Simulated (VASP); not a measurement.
# SrRu3 (Pm-3m) in VASP: a series of runs

Runs on SrRu3. Level: PBE. Tasks: single point.

Program: VASP 6.6.1. These are calculated values, not measurements. Logs are shortened: lines on timing, memory, paths and dates and some standing lists are left out, and cuts for length are marked.

### 1 The cell of the first run

The structure is cubic, space group Pm-3m (No. 221). The conventional cell has a = 4.075 Å, b = 4.075 Å, c = 4.075 Å, α = 90.00°, β = 90.00°, γ = 90.00°. Within 3.8 Å of Sr (site symmetry m-3m) lie 12 Ru at 2.88 Å. Ru (site symmetry 4/mmm) has 4 Sr at 2.88 Å and 8 Ru at 2.88 Å within 3.8 Å.

The cell was generated, and may not be a known phase.

### 2 Single point, PBE

Contents of INCAR:

```
PREC = Accurate
ENCUT = 500
EDIFF = 1E-6
ISMEAR = 0
SIGMA = 0.1
LREAL = False
LASPH = True
NELM = 120
ALGO = Normal
ISIF = 2
LWAVE = False
LCHARG = False
GGA = PE
NBANDS = 34
GGA_COMPAT = False
```

Contents of KPOINTS:

```
regular mesh
0
Gamma
  4 4 4
```

Contents of POSCAR:

```
SrRu3
1.0
    4.0750251600      0.0000000000      0.0000000000
    0.0000000000      4.0750251600      0.0000000000
    0.0000000000      0.0000000000      4.0750251600
Sr Ru
1 3
Direct
    0.0000000000      0.0000000000      0.0000000000
    0.5000000000      0.0000000000      0.5000000000
    0.0000000000      0.5000000000      0.5000000000
    0.5000000000      0.5000000000      0.0000000000
```

Potentials or basis: VASP PAW PBE potentials, release 64 (Sr_sv, Ru_pv).

The run is started by

```sh
cat potpaw_PBE.64/Sr_sv/POTCAR potpaw_PBE.64/Ru_pv/POTCAR > POTCAR
mpirun -np 1 vasp_std > vasp.out
```

OUTCAR:

```text
PREC = Accurate
   ENCUT = 500
   EDIFF = 1E-6
   ISMEAR = 0
   LREAL = False
   LASPH = True
   NELM = 120
   ISIF = 2
   GGA = PE

 ion  position               nearest neighbor table
   1  0.000  0.000  0.000-   2 2.88   3 2.88   4 2.88   2 2.88   3 2.88   3 2.88   4 2.88   3 2.88
                             2 2.88   4 2.88   2 2.88   4 2.88
   2  0.500  0.000  0.500-   1 2.88   3 2.88   4 2.88   1 2.88   4 2.88   3 2.88   4 2.88   4 2.88
                             1 2.88   3 2.88   1 2.88   3 2.88
   3  0.000  0.500  0.500-   1 2.88   2 2.88   4 2.88   1 2.88   4 2.88   1 2.88   2 2.88   1 2.88
                             2 2.88   4 2.88   4 2.88   2 2.88
   4  0.500  0.500  0.000-   1 2.88   2 2.88   3 2.88   2 2.88   3 2.88   1 2.88   2 2.88   2 2.88
                             1 2.88   3 2.88   3 2.88   1 2.88

  LATTYP: Found a simple cubic cell.
 ALAT       =     4.0750251600

  Lattice vectors:

 A1 = (   4.0750251600,   0.0000000000,   0.0000000000)
 A2 = (   0.0000000000,   4.0750251600,   0.0000000000)
 A3 = (   0.0000000000,   0.0000000000,   4.0750251600)

Analysis of symmetry for initial positions (statically):
=====================================================================
 Subroutine PRICEL returns:
 Original cell was already a primitive cell.

 Routine SETGRP: Setting up the symmetry group for a
 simple cubic supercell.

 Subroutine GETGRP returns: Found 48 space group operations
 (whereof 48 operations were pure point group operations)
 out of a pool of 48 trial point group operations.

The static configuration has the point symmetry O_h .

Analysis of symmetry for dynamics (positions and initial velocities):
=====================================================================
 Subroutine PRICEL returns:
 Original cell was already a primitive cell.

 Routine SETGRP: Setting up the symmetry group for a
 simple cubic supercell.

 Subroutine GETGRP returns: Found 48 space group operations
 (whereof 48 operations were pure point group operations)
 out of a pool of 48 trial point group operations.

The dynamic configuration has the point symmetry O_h .

 Subroutine INISYM returns: Found 48 space group operations
 (whereof 48 operations are pure point group operations),
 and found     1 'primitive' translations

----------------------------------------------------------------------------------------

                                     Primitive cell

  volume of cell :      67.6692

  direct lattice vectors                    reciprocal lattice vectors
     4.075025160  0.000000000  0.000000000     0.245397258  0.000000000  0.000000000
     0.000000000  4.075025160  0.000000000     0.000000000  0.245397258  0.000000000
     0.000000000  0.000000000  4.075025160     0.000000000  0.000000000  0.245397258

  length of vectors
     4.075025160  4.075025160  4.075025160     0.245397258  0.245397258  0.245397258

  position of ions in fractional coordinates (direct lattice)
     0.000000000  0.000000000  0.000000000
     0.500000000  0.000000000  0.500000000
     0.000000000  0.500000000  0.500000000
     0.500000000  0.500000000  0.000000000

  ion indices of the primitive-cell ions
   primitive index   ion index
                 1           1
                 2           2
                 3           3
                 4           4

----------------------------------------------------------------------------------------

 KPOINTS: regular mesh

Automatic generation of k-mesh.
 Grid dimensions read from file:
 generate k-points for:    4    4    4

 Generating k-lattice:

  Cartesian coordinates                     Fractional coordinates (reciprocal lattice)
     0.061349314  0.000000000  0.000000000     0.250000000  0.000000000  0.000000000
     0.000000000  0.061349314  0.000000000     0.000000000  0.250000000  0.000000000
     0.000000000  0.000000000  0.061349314     0.000000000  0.000000000  0.250000000

  Length of vectors
     0.061349314  0.061349314  0.061349314

  Shift w.r.t. Gamma in fractional coordinates (k-lattice)
     0.000000000  0.000000000  0.000000000

 Subroutine IBZKPT returns following result:
 ===========================================

 Found     10 irreducible k-points:

 Following reciprocal coordinates:
            Coordinates               Weight
  0.000000  0.000000  0.000000      1.000000
  0.250000  0.000000  0.000000      6.000000
  0.500000  0.000000  0.000000      3.000000
  0.250000  0.250000  0.000000     12.000000
  0.500000  0.250000  0.000000     12.000000
  0.500000  0.500000  0.000000      3.000000
  0.250000  0.250000  0.250000      8.000000
  0.500000  0.250000  0.250000     12.000000
  0.500000  0.500000  0.250000      6.000000
  0.500000  0.500000  0.500000      1.000000
   k-points           NKPTS =     10   k-points in BZ     NKDIM =     10   number of bands    NBANDS=     34
   number of dos      NEDOS =    301   number of ions     NIONS =      4
   total plane-waves  NPLWV =  27000
   dimension x,y,z NGX =    30 NGY =   30 NGZ =   30
   dimension x,y,z NGXF=    60 NGYF=   60 NGZF=   60
   ions per type =               1   3
   NGX,Y,Z   is equivalent  to a cutoff of  12.24, 12.24, 12.24 a.u.
   NGXF,Y,Z  is equivalent  to a cutoff of  24.48, 24.48, 24.48 a.u.
 SYSTEM =  unknown system
   PREC   = accura    normal or accurate (medium, high low for compatibility)
   ISTART =      0    job   : 0-new  1-cont  2-samecut
   ICHARG =      2    charge: 1-file 2-atom 10-const
   ISPIN  =      1    spin polarized calculation?
   LNONCOLLINEAR =      F non collinear calculations
   LSORBIT =      F    spin-orbit coupling
   LASPH  =      T    aspherical Exc in radial PAW
   ENCUT  =  500.0 eV  36.75 Ry    6.06 a.u.   7.43  7.43  7.43*2*pi/ulx,y,z
   NELM   =    120;   NELMIN=  2; NELMDL= -5     # of ELM steps
   EDIFF  = 0.1E-05   stopping-criterion for ELM
   LREAL  =      F    real-space projection
   EDIFFG = 0.1E-04   stopping-criterion for IOM
   NSW    =      0    number of steps for IOM
   IBRION =     -1    ionic relax: 0-MD 1-quasi-New 2-CG
   NFREE  =      0    steps in history (QN), initial steepest desc. (CG)
   ISIF   =      2    stress and relaxation
   ISYM   =      2    0-nonsym 1-usesym 2-fastsym
   POTIM  = 0.5000    time-step for ionic-motion
   TEBEG  =    0.0;   TEEND  =   0.0 temperature during run
   PSTRESS=    0.0 pullay stress
   NELECT =      52.0000    total number of electrons
   NUPDOWN=      -1.0000    fix difference up-down
   EMIN   =  10.00;   EMAX   =-10.00  energy-range for DOS
   EFERMI =   0.00;   METHOD = LEGACY
   ISMEAR =     0;   SIGMA  =   0.10  broadening in eV -4-tet -1-fermi 0-gaus
   EFERMI_NEDOS =   21; number of points for ismear=-14 and -15
   IALGO  =     38    algorithm
   IMIX   =      4    mixing-type and parameters
     AMIX     =   0.40;   BMIX     =  1.00
     AMIX_MAG =   1.60;   BMIX_MAG =  1.00
  volume/ion in A,a.u.               =      16.92       114.16
  Fermi-wavevector in a.u.,A,eV,Ry     =   1.499497  2.833639 30.592588  2.248492
  Thomas-Fermi vector in A             =   2.611119
   LORBIT       =      0    0 simple, 1 ext, 2 COOP (PROOUT), +10 PAW based schemes
   GGA     = PE    functional components
   LHFCALC =     F    Hartree Fock is set to
   AEXX    =    0.0000 exact exchange contribution
   IVDW    =     0    specifies the selected vdW correction
   LEPSILON=     F    determine dielectric tensor
   LRPA    =     F    only Hartree local field effects (RPA)
 non-spin polarized calculation
 Gauss-broadening in eV      SIGMA  =   0.10
  energy-cutoff  :      500.00
  volume of cell :       67.67
 maximum number of plane-waves:      1747
 NGX is ok and might be reduce to    30
   NGX = 15   NGY = 15   NGZ = 15

 number of electron      52.0000026 magnetization

 Free energy of the ion-electron system (eV)
  ---------------------------------------------------
  ext. energy  EPLUGINS =         0.00000000
  ---------------------------------------------------
  free energy    TOTEN  =       -24.99127089 eV

  energy without entropy =      -24.94334453  energy(sigma->0) =      -24.96730771

 E-fermi :   8.2787     XC(G=0): -12.5468

 val. band max:        8.2702713544   @ k =   0.5000   0.0000   0.0000
 cond. band min:       8.2979280813   @ k =   0.5000   0.2500   0.0000
 fundamental gap:      0.0276567269
 Fermi energy:         8.2787455664

 k-point     1 :       0.0000    0.0000    0.0000
  band No.  band energies     occupation
      1     -33.9465      2.00000
      2     -33.9465      2.00000
      3     -33.9465      2.00000
      4     -33.6435      2.00000
      5     -33.6435      2.00000
      6     -33.6435      2.00000
[... 26 lines left out ...]
     33      14.7528      0.00000
     34      14.7528      0.00000

 k-point     2 :       0.2500    0.0000    0.0000
  band No.  band energies     occupation
      1     -33.9219      2.00000
      2     -33.9219      2.00000
      3     -33.9030      2.00000
      4     -33.6538      2.00000
      5     -33.6538      2.00000
      6     -33.6461      2.00000
[... 26 lines left out ...]
     33      14.2624      0.00000
     34      15.5865      0.00000

 k-point     3 :       0.5000    0.0000    0.0000
  band No.  band energies     occupation
      1     -33.8921      2.00000
      2     -33.8921      2.00000
      3     -33.8281      2.00000
      4     -33.7137      2.00000
      5     -33.6733      2.00000
      6     -33.6733      2.00000
[... 26 lines left out ...]
     33      13.7779      0.00000
     34      15.3956      0.00000

 k-point     4 :       0.2500    0.2500    0.0000
  band No.  band energies     occupation
      1     -33.9509      2.00000
      2     -33.8959      2.00000
      3     -33.8260      2.00000
      4     -33.7335      2.00000
      5     -33.6580      2.00000
      6     -33.6465      2.00000
[... 26 lines left out ...]
     33      13.9190      0.00000
     34      15.4247      0.00000

 k-point     5 :       0.5000    0.2500    0.0000
  band No.  band energies     occupation
      1     -33.9461      2.00000
      2     -33.8632      2.00000
      3     -33.7920      2.00000
      4     -33.7580      2.00000
      5     -33.6792      2.00000
      6     -33.6729      2.00000
[... 26 lines left out ...]
     33      13.4224      0.00000
     34      15.1910      0.00000

 k-point     6 :       0.5000    0.5000    0.0000
  band No.  band energies     occupation
      1     -33.9757      2.00000
      2     -33.8364      2.00000
      3     -33.8236      2.00000
      4     -33.6784      2.00000
      5     -33.6784      2.00000
      6     -33.6774      2.00000
[... 26 lines left out ...]
     33      13.8848      0.00000
     34      13.8848      0.00000

 k-point     7 :       0.2500    0.2500    0.2500
  band No.  band energies     occupation
      1     -34.0048      2.00000
      2     -33.8132      2.00000
      3     -33.8132      2.00000
      4     -33.7390      2.00000
      5     -33.7152      2.00000
      6     -33.7152      2.00000
[... 26 lines left out ...]
     33      13.7509      0.00000
     34      13.7509      0.00000

 k-point     8 :       0.5000    0.2500    0.2500
  band No.  band energies     occupation
      1     -34.0239      2.00000
      2     -33.7969      2.00000
      3     -33.7783      2.00000
      4     -33.7727      2.00000
      5     -33.7680      2.00000
      6     -33.6852      2.00000
[... 26 lines left out ...]
     33      13.1745      0.00000
     34      13.9692      0.00000

 k-point     9 :       0.5000    0.5000    0.2500
  band No.  band energies     occupation
      1     -34.0652      2.00000
      2     -33.8338      2.00000
      3     -33.7854      2.00000
      4     -33.7854      2.00000
      5     -33.7335      2.00000
      6     -33.6773      2.00000
[... 26 lines left out ...]
     33      13.7592      0.00000
     34      13.7592      0.00000

 k-point    10 :       0.5000    0.5000    0.5000
  band No.  band energies     occupation
      1     -34.1209      2.00000
      2     -33.8312      2.00000
      3     -33.8312      2.00000
      4     -33.8312      2.00000
      5     -33.6771      2.00000
      6     -33.6771      2.00000
[... 26 lines left out ...]
     33      13.4074      0.00000
     34      13.4074      0.00000

------------------------ aborting loop because EDIFF is reached ----------------------------------------

  FORCE on cell =-STRESS in cart. coord.  units (eV):
  Direction    XX          YY          ZZ          XY          YZ          ZX
  --------------------------------------------------------------------------------------
  -------------------------------------------------------------------------------------
  Total        2.3579657      2.3579657      2.3579657      0.0000000     -0.0000000      0.0000000
  in kB       55.8286567     55.8286567     55.8286567      0.0000000     -0.0000000      0.0000000
  external PRESSURE =      55.8286567 kB  Pullay stress =       0.0000000 kB

 VOLUME and BASIS-vectors are now :
 -----------------------------------------------------------------------------
  energy-cutoff  :      500.00
  volume of cell :       67.67
      direct lattice vectors                 reciprocal lattice vectors
     4.075025160  0.000000000  0.000000000     0.245397258  0.000000000  0.000000000
     0.000000000  4.075025160  0.000000000     0.000000000  0.245397258  0.000000000
     0.000000000  0.000000000  4.075025160     0.000000000  0.000000000  0.245397258

 POSITION                                       TOTAL-FORCE (eV/Angst)
 -----------------------------------------------------------------------------------
      0.00000      0.00000      0.00000         0.000000      0.000000      0.000000
      2.03751      0.00000      2.03751         0.000000      0.000000      0.000000
      0.00000      2.03751      2.03751         0.000000      0.000000      0.000000
      2.03751      2.03751      0.00000         0.000000      0.000000      0.000000
 -----------------------------------------------------------------------------------
    total drift:                                0.000000      0.000000     -0.000000

  FREE ENERGIE OF THE ION-ELECTRON SYSTEM (eV)
  ---------------------------------------------------
  free  energy   TOTEN  =       -24.9912708885 eV

  energy  without entropy=      -24.9433445256  energy(sigma->0) =      -24.96730771
```

It took 26 s on 1 thread of Intel Xeon 8259CL, shared host; peak memory 0.17 GiB.

What came out:

* Free energy: -24.9913 eV
* Pressure: 5.6 GPa
* Band gap on the k mesh: zero (bands 26 and 27 overlap by 2.03 eV)

Levels at points of the mesh, in eV from the Fermi level:
| k point | band 23 | band 24 | band 25 | band 26 | band 27 | band 28 | band 29 | band 30 |
| --- | --- | --- | --- | --- | --- | --- | --- | --- |
| (0.00, 0.00, 0.00) | -0.81 | 0.63 | 0.63 | 1.56 | 1.95 | 1.95 | 1.95 | 4.76 |
| (0.50, 0.00, 0.00) | -1.65 | -0.39 | -0.14 | -0.10 | -0.01 | -0.01 | 0.82 | 1.96 |
| (0.50, 0.50, 0.00) | -1.15 | -1.12 | -0.63 | -0.47 | -0.47 | 0.14 | 0.15 | 0.76 |
| (0.50, 0.50, 0.50) | -0.91 | -0.26 | -0.26 | 0.97 | 1.59 | 1.59 | 1.59 | 3.56 |

Caveat: the k points lie up to 0.39 Å⁻¹ apart, too coarse for converged energies and pressures of a metal.

[end of part 1 of 2]

The gap in the log of VASP goes by the Fermi energy; the results here count the filled bands.